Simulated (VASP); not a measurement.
# MoS (Fm-3m) in VASP: further runs

MoS is run at these levels: PBE; tasks: single point, relaxation of cell and atoms.

Everything below comes from runs of VASP 6.6.1. Logs are shortened: lines on timing, memory, paths and dates and some standing lists are left out, and cuts for length are marked.

## 1. The cell of the first run

Symmetry: Fm-3m, No. 225, cubic system. Conventional cell: a = 4.957 Å, b = 4.957 Å, c = 4.957 Å, α = 90.00°, β = 90.00°, γ = 90.00°. Within 3.3 Å of Mo (site symmetry m-3m) lie 6 S at 2.48 Å. Within 3.3 Å of S (site symmetry m-3m) lie 6 Mo at 2.48 Å.

## 2. Single point, PBE

Contents of INCAR:

```
  PREC = Accurate
  ENCUT = 520
  EDIFF = 1E-6
  ISMEAR = 0
  SIGMA = 0.1
  LREAL = False
  LASPH = True
  NELM = 100
  ALGO = Normal
  ISIF = 2
  LWAVE = False
  LCHARG = False
  GGA = PE
  NBANDS = 17
```

Contents of KPOINTS:

```
Automatic mesh
0
Gamma
  14 14 14
```

Contents of POSCAR:

```
MoS
1.0
    0.0000000000      2.4784774199      2.4784774199
    2.4784774199      0.0000000000      2.4784774199
    2.4784774199      2.4784774199      0.0000000000
Mo S
1 1
Direct
    0.0000000000      0.0000000000      0.0000000000
    0.5000000000      0.5000000000      0.5000000000
```

Potentials or basis: VASP PAW PBE potentials, release 64 (Mo_sv, S).

The run is started by

```bash
> cat potpaw_PBE.64/Mo_sv/POTCAR potpaw_PBE.64/S/POTCAR > POTCAR
> mpirun -np 1 vasp_std > vasp.out
```

OUTCAR:

```text
PREC = Accurate
   ENCUT = 520
   EDIFF = 1E-6
   ISMEAR = 0
   LREAL = False
   LASPH = True
   NELM = 100
   ISIF = 2
   GGA = PE

 ion  position               nearest neighbor table
   1  0.000  0.000  0.000-   2 2.48   2 2.48   2 2.48   2 2.48   2 2.48   2 2.48
   2  0.500  0.500  0.500-   1 2.48   1 2.48   1 2.48   1 2.48   1 2.48   1 2.48

  LATTYP: Found a face centered cubic cell.
 ALAT       =     4.9569548398

  Lattice vectors:

 A1 = (   0.0000000000,   2.4784774199,   2.4784774199)
 A2 = (   2.4784774199,   0.0000000000,   2.4784774199)
 A3 = (   2.4784774199,   2.4784774199,   0.0000000000)

Analysis of symmetry for initial positions (statically):
=====================================================================
 Subroutine PRICEL returns:
 Original cell was already a primitive cell.

 Routine SETGRP: Setting up the symmetry group for a
 face centered cubic supercell.

 Subroutine GETGRP returns: Found 48 space group operations
 (whereof 48 operations were pure point group operations)
 out of a pool of 48 trial point group operations.

The static configuration has the point symmetry O_h .

Analysis of symmetry for dynamics (positions and initial velocities):
=====================================================================
 Subroutine PRICEL returns:
 Original cell was already a primitive cell.

 Routine SETGRP: Setting up the symmetry group for a
 face centered cubic supercell.

 Subroutine GETGRP returns: Found 48 space group operations
 (whereof 48 operations were pure point group operations)
 out of a pool of 48 trial point group operations.

The dynamic configuration has the point symmetry O_h .

 Subroutine INISYM returns: Found 48 space group operations
 (whereof 48 operations are pure point group operations),
 and found     1 'primitive' translations

----------------------------------------------------------------------------------------

                                     Primitive cell

  volume of cell :      30.4498

  direct lattice vectors                    reciprocal lattice vectors
     0.000000000  2.478477420  2.478477420    -0.201736758  0.201736758  0.201736758
     2.478477420  0.000000000  2.478477420     0.201736758 -0.201736758  0.201736758
     2.478477420  2.478477420  0.000000000     0.201736758  0.201736758 -0.201736758

  length of vectors
     3.505096381  3.505096381  3.505096381     0.349418315  0.349418315  0.349418315

  position of ions in fractional coordinates (direct lattice)
[... 79 lines left out ...]
   EDIFF  = 0.1E-05   stopping-criterion for ELM
   LREAL  =      F    real-space projection
   EDIFFG = 0.1E-04   stopping-criterion for IOM
   NSW    =      0    number of steps for IOM
   IBRION =     -1    ionic relax: 0-MD 1-quasi-New 2-CG
   NFREE  =      0    steps in history (QN), initial steepest desc. (CG)
   ISIF   =      2    stress and relaxation
   ISYM   =      2    0-nonsym 1-usesym 2-fastsym
   POTIM  = 0.5000    time-step for ionic-motion
   TEBEG  =    0.0;   TEEND  =   0.0 temperature during run
   PSTRESS=    0.0 pullay stress
   NELECT =      20.0000    total number of electrons
   NUPDOWN=      -1.0000    fix difference up-down
   EMIN   =  10.00;   EMAX   =-10.00  energy-range for DOS
   EFERMI =   0.00;   METHOD = LEGACY
   ISMEAR =     0;   SIGMA  =   0.10  broadening in eV -4-tet -1-fermi 0-gaus
   EFERMI_NEDOS =   21; number of points for ismear=-14 and -15
   IALGO  =     38    algorithm
   IMIX   =      4    mixing-type and parameters
     AMIX     =   0.40;   BMIX     =  1.00
     AMIX_MAG =   1.60;   BMIX_MAG =  1.00
  volume/ion in A,a.u.               =      15.22       102.74
  Fermi-wavevector in a.u.,A,eV,Ry     =   1.423060  2.689193 27.553153  2.025100
  Thomas-Fermi vector in A             =   2.543698
   LORBIT       =      0    0 simple, 1 ext, 2 COOP (PROOUT), +10 PAW based schemes
   GGA     = PE    functional components
   LHFCALC =     F    Hartree Fock is set to
   AEXX    =    0.0000 exact exchange contribution
   IVDW    =     0    specifies the selected vdW correction
   LEPSILON=     F    determine dielectric tensor
   LRPA    =     F    only Hartree local field effects (RPA)
 non-spin polarized calculation
 Gauss-broadening in eV      SIGMA  =   0.10
  energy-cutoff  :      520.00
  volume of cell :       30.45
 maximum number of plane-waves:       869
 NGX is ok and might be reduce to    28
   NGX = 13   NGY = 13   NGZ = 13

 number of electron      20.0000002 magnetization

 Free energy of the ion-electron system (eV)
  ---------------------------------------------------
  ext. energy  EPLUGINS =         0.00000000
  ---------------------------------------------------
  free energy    TOTEN  =       -14.64100125 eV

  energy without entropy =      -14.62719118  energy(sigma->0) =      -14.63409622

 E-fermi :  11.5491     XC(G=0): -12.3012

 val. band max:       11.5423395547   @ k =   0.1429   0.0714   0.0000
 cond. band min:      11.5745145041   @ k =  -0.4286   0.4286   0.0714
 fundamental gap:      0.0321749494
 Fermi energy:        11.5490568751

 k-point     1 :       0.0000    0.0000    0.0000
  band No.  band energies     occupation
      1     -49.9259      2.00000
      2     -23.9965      2.00000
      3     -23.9965      2.00000
      4     -23.9965      2.00000
      5      -4.7794      2.00000
      6       8.5715      2.00000
[... 457 lines left out ...]
      4     -24.0192      2.00000
      5      -3.8960      2.00000
      6       4.7782      2.00000
[... 9 lines left out ...]
     16      20.9063      0.00000
     17      21.0815      0.00000

 [... further k-points ...]

------------------------ aborting loop because EDIFF is reached ----------------------------------------

  FORCE on cell =-STRESS in cart. coord.  units (eV):
  Direction    XX          YY          ZZ          XY          YZ          ZX
  --------------------------------------------------------------------------------------
  -------------------------------------------------------------------------------------
  Total        0.0115665      0.0115665      0.0115665      0.0000000      0.0000000     -0.0000000
  in kB        0.6085919      0.6085919      0.6085919      0.0000000      0.0000000     -0.0000000
  external PRESSURE =       0.6085919 kB  Pullay stress =       0.0000000 kB

 VOLUME and BASIS-vectors are now :
 -----------------------------------------------------------------------------
  energy-cutoff  :      520.00
  volume of cell :       30.45
      direct lattice vectors                 reciprocal lattice vectors
     0.000000000  2.478477420  2.478477420    -0.201736758  0.201736758  0.201736758
     2.478477420  0.000000000  2.478477420     0.201736758 -0.201736758  0.201736758
     2.478477420  2.478477420  0.000000000     0.201736758  0.201736758 -0.201736758

 POSITION                                       TOTAL-FORCE (eV/Angst)
 -----------------------------------------------------------------------------------
      0.00000      0.00000      0.00000         0.000000     -0.000000      0.000000
      2.47848      2.47848      2.47848         0.000000      0.000000     -0.000000
 -----------------------------------------------------------------------------------
    total drift:                               -0.000000      0.000000      0.000000

  FREE ENERGIE OF THE ION-ELECTRON SYSTEM (eV)
  ---------------------------------------------------
  free  energy   TOTEN  =       -14.6410012514 eV

  energy  without entropy=      -14.6271911809  energy(sigma->0) =      -14.63409622
```

stdout:

```text
POSCAR found type information on POSCAR MoS
 POSCAR found :  2 types and       2 ions
 scaLAPACK will be used
 LDA part: xc-table for (Slater+PW92), standard interpolation
 POSCAR, INCAR and KPOINTS ok, starting setup
 FFT: planning ... GRIDC
 FFT: planning ... GRID_SOFT
 FFT: planning ... GRID
 WAVECAR not read
 entering main loop
```

Run time: 41 s. Hardware: 1 thread of Intel Xeon Platinum 8259CL at 2.50GHz (Skylake/Cascade Lake), shared host; peak memory 0.19 GiB.

What came out:

| Item | Value |
| --- | --- |
| Free energy | -14.6410 eV |
| Pressure | 0.1 GPa |
| Band gap on the k mesh | zero (bands 10 and 11 overlap by 2.79 eV) |

## 3. Single point, PBE, collinear spin

Contents of INCAR:

```
SYSTEM = MoS
ALGO     = Normal         ! electronic algorithm
EDIFF    = 1E-6           ! SCF threshold, eV
ENCUT    = 520            ! plane-wave cutoff, eV
GGA      = PE             ! functional
ISIF     = 2              ! what is computed and relaxed
ISMEAR   = 0              ! smearing method
ISPIN    = 2              ! spin polarisation
LASPH    = .True.         ! aspherical terms in the spheres
LCHARG   = .False.        ! write CHGCAR
LMAXMIX  = 4              ! l up to which the mixer works
LORBIT   = 11             ! projections on sites
LREAL    = .False.        ! projectors in reciprocal space
LWAVE    = .False.        ! write WAVECAR
MAGMOM   = 0.14 0         ! initial moments
NBANDS   = 21             ! bands
NELM     = 150            ! most SCF steps
PREC     = Accurate       ! precision mode
SIGMA    = 0.1            ! smearing width, eV
```

Contents of KPOINTS:

```
k-points
0
Gamma
  8 8 8
  0 0 0
```

Contents of POSCAR:

```
MoS
1.0
    0.0000000000      2.4769665976      2.4769665976
    2.4769665976      0.0000000000      2.4769665976
    2.4769665976      2.4769665976      0.0000000000
Mo S
1 1
Direct
    0.0000000000      0.0000000000      0.0000000000
    0.5000000000      0.5000000000      0.5000000000
```

Potentials or basis: VASP PAW PBE potentials, release 64 (Mo_sv, S).

The run is started by

```bash
> cat potpaw_PBE.64/Mo_sv/POTCAR potpaw_PBE.64/S/POTCAR > POTCAR
> mpirun -np 1 vasp_std > vasp.out
```

It took 43 s on 1 thread of Intel Xeon Platinum 8259CL at 2.50GHz (Skylake/Cascade Lake), shared host; peak memory 0.18 GiB.

It converged, with:

```
Free energy                                           : -14.6442 eV
Pressure                                              : 0.4 GPa
Net moment                                            : 0.26 μB per cell
Site moments                                          : Mo +0.24; S -0.00 μB
Valence electrons inside the program's atomic spheres : Mo 12.40; S 3.71
```

Levels at points of the mesh, in eV from the Fermi level:
Spin up:
```
           k point  band 7  band 8  band 9  band 10  band 11  band 12  band 13  band 14
(0.00, 0.00, 0.00)   -2.99   -2.99   -2.48    -2.48    -2.48    -2.04    -2.04     3.46
(0.50, 0.00, 0.00)   -6.40   -6.40   -0.07    -0.07     0.67     2.53     4.96     4.96
(0.50, 0.50, 0.00)   -4.36   -4.34   -4.34    -1.01     0.64     0.64     1.74     3.32
```
Spin down:
| k point | band 7 | band 8 | band 9 | band 10 | band 11 | band 12 | band 13 | band 14 |
| --- | --- | --- | --- | --- | --- | --- | --- | --- |
| (0.00, 0.00, 0.00) | -2.98 | -2.98 | -2.32 | -2.32 | -2.32 | -1.91 | -1.91 | 3.52 |
| (0.50, 0.00, 0.00) | -6.34 | -6.34 | 0.13 | 0.13 | 0.85 | 2.57 | 5.06 | 5.06 |
| (0.50, 0.50, 0.00) | -4.33 | -4.33 | -4.22 | -0.87 | 0.85 | 0.85 | 1.88 | 3.42 |

[end of part 1 of 2]
